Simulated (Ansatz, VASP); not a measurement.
# Al12HO: VASP beside Ansatz

File INCAR:

```
PREC = Accurate
ENCUT = 520
EDIFF = 1E-6
ISMEAR = 0
SIGMA = 0.1
LREAL = F
LASPH = T
NELM = 200
ALGO = Normal
ISIF = 2
LWAVE = F
LCHARG = F
ISPIN = 2
MAGMOM = 0 0 0 0 0 0 0 0 0 0 0 0 1 0
LORBIT = 11
LDIPOL = T
IDIPOL = 3
DIPOL = 0.5 0.5 0.290
GGA = PE
NBANDS = 38
GGA_COMPAT = F
NELMDL = -8
```

KPOINTS

```
Automatic mesh
0
Gamma
  5 5 1
```

Contents of POSCAR:

```
Al12HO
1.0
    5.7135165837      0.0000000000      0.0000000000
    0.0000000000      5.7135165837      0.0000000000
    0.0000000000      0.0000000000     22.1746954375
Al O H
12 1 1
Direct
    0.2500000000      0.2500000000      0.1803857921
    0.2500000000      0.7500000000      0.1803857921
    0.7500000000      0.2500000000      0.1803857921
    0.7500000000      0.7500000000      0.1803857921
    0.0000000000      0.0000000000      0.2744050924
    0.0000000000      0.5000000000      0.2744050924
    0.5000000000      0.0000000000      0.2744050924
    0.5000000000      0.5000000000      0.2744050924
    0.2500000000      0.2500000000      0.3686497278
    0.2500000000      0.7500000000      0.3686497278
    0.7500000000      0.2500000000      0.3686497278
    0.7500000000      0.7500000000      0.3686497278
    0.0000000000      0.0000000000      0.3618852606
    0.0320315342      0.0320315342      0.4054450844
```

Input for Ansatz:

```yaml
crystal:
  lattice:
    - [5.7135165837, 0.0, 0.0]
    - [0.0, 5.7135165837, 0.0]
    - [0.0, 0.0, 22.1746954375]
  atoms:
    - { symbol: Al, position: [0.25, 0.25, 0.1803857921] }
    - { symbol: Al, position: [0.25, 0.75, 0.1803857921] }
    - { symbol: Al, position: [0.75, 0.25, 0.1803857921] }
    - { symbol: Al, position: [0.75, 0.75, 0.1803857921] }
    - { symbol: Al, position: [0.0, 0.0, 0.2744050924] }
    - { symbol: Al, position: [0.0, 0.5, 0.2744050924] }
    - { symbol: Al, position: [0.5, 0.0, 0.2744050924] }
    - { symbol: Al, position: [0.5, 0.5, 0.2744050924] }
    - { symbol: Al, position: [0.25, 0.25, 0.3686497278] }
    - { symbol: Al, position: [0.25, 0.75, 0.3686497278] }
    - { symbol: Al, position: [0.75, 0.25, 0.3686497278] }
    - { symbol: Al, position: [0.75, 0.75, 0.3686497278] }
    - { symbol: O, position: [0.0, 0.0, 0.3618852606], spin: 1.0 }
    - { symbol: H, position: [0.0320315342, 0.0320315342, 0.4054450844] }
basis:
  ecutwfc: 420
kpoints:
  mp_grid: { grid: [5, 5, 1] }
hamiltonian:
  xc: pbe
  pseudopotentials: { kind: paw, azcp: { folder: soft_1 } }
scf:
  occupations: { method: gaussian, width: 0.1 }
output:
  forces: true
  eigenvalues: true
  populations: true
magnetization:
  spin_polarized: true
efield:
  axis: 3
  dipole_correction: true
  ramp_width: 0.04
```

Alike in both runs: task single point; functional PBE; k mesh 5 × 5 × 1; occupations gaussian, width 0.1 eV; collinear spin.

|  | VASP | Ansatz |
| --- | --- | --- |
| version | VASP 6.6.1 | Ansatz 0.2.0 |
| potentials or method | VASP PAW PBE potentials, release 64 (Al, O, H), cutoff 520 eV | scalar-relativistic, plane waves, PAW |
| valence electrons in the cell | 43 | 43 |

```tsv
	VASP	Ansatz	Ansatz less VASP
gap on the k mesh at the Fermi level (eV)	none	none	-
rms of the force components (eV/Å)	0.950	0.949	-0.0010
net moment per atom (μB)	0.00	0.00	0.000
```

Atom by atom the forces differ by 0.024 eV/Å (rms over components). A gap of «none» marks a metal or a gap that the smearing closes. Ansatz's warnings: seeded moment not kept.
